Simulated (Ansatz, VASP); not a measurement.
**One calculation of AlPt, two programs**

Contents of INCAR:

```
SYSTEM = AlPt
PREC = Accurate
ENCUT = 520
EDIFF = 1E-6
ISMEAR = 0
SIGMA = 0.1
LREAL = .False.
LASPH = .True.
NELM = 100
ALGO = Normal
ISIF = 2
LWAVE = .False.
LCHARG = .False.
GGA = PS
NBANDS = 36
```

File KPOINTS:

```
Automatic mesh
0
Gamma
  6 6 6
  0 0 0
```

The input POSCAR:

```
AlPt
1.0
    4.9431358364      0.0000000000      0.0000000000
    0.0000000000      4.9431358364      0.0000000000
    0.0000000000      0.0000000000      4.9431358364
Al Pt
4 4
Direct
    0.8440320000      0.8440320000      0.8440320000
    0.6559680000      0.1559680000      0.3440320000
    0.3440320000      0.6559680000      0.1559680000
    0.1559680000      0.3440320000      0.6559680000
    0.1550630000      0.1550630000      0.1550630000
    0.3449370000      0.8449370000      0.6550630000
    0.6550630000      0.3449370000      0.8449370000
    0.8449370000      0.6550630000      0.3449370000
```

Input for Ansatz:

```yaml
crystal:
  lattice:
    - [4.943135836399184, 0.0, 0.0]
    - [0.0, 4.943135836399184, 0.0]
    - [0.0, 0.0, 4.943135836399184]
  atoms:
    - { symbol: Al, position: [0.844032, 0.844032, 0.844032] }
    - { symbol: Al, position: [0.655968, 0.155968, 0.344032] }
    - { symbol: Al, position: [0.344032, 0.655968, 0.155968] }
    - { symbol: Al, position: [0.155968, 0.344032, 0.655968] }
    - { symbol: Pt, position: [0.155063, 0.155063, 0.155063] }
    - { symbol: Pt, position: [0.344937, 0.844937, 0.655063] }
    - { symbol: Pt, position: [0.655063, 0.344937, 0.844937] }
    - { symbol: Pt, position: [0.844937, 0.655063, 0.344937] }
basis:
  ecutwfc: 571.4391111657479
kpoints:
  mp_grid:
    grid: [6, 6, 6]
hamiltonian:
  xc: pbesol
  pseudopotentials:
    kind: paw
scf:
  occupations:
    method: gaussian
    width: 0.1
output:
  stress: true
```

Alike in both runs: task single point; functional PBEsol; k mesh 6 × 6 × 6; occupations gaussian, width 0.1 eV; no spin polarisation.

|  | VASP | Ansatz |
| --- | --- | --- |
| version | VASP 6.6.1 | Ansatz 0.2.0 |
| potentials or method | VASP PAW PBE potentials, release 64 (Al, Pt), cutoff 520 eV | plane waves, PAW |
| valence electrons in the cell | 52 | 84 |

```tsv
	VASP	Ansatz	Ansatz less VASP
pressure (GPa)	-8.4	-8.3	+0.11
```

VASP's potentials were made for PBE, not for PBEsol. VASP's potentials hold 52 valence electrons a cell and Ansatz's 84, so a difference there can come from the potentials and not from the codes.

Neither program's run includes spin-orbit coupling.
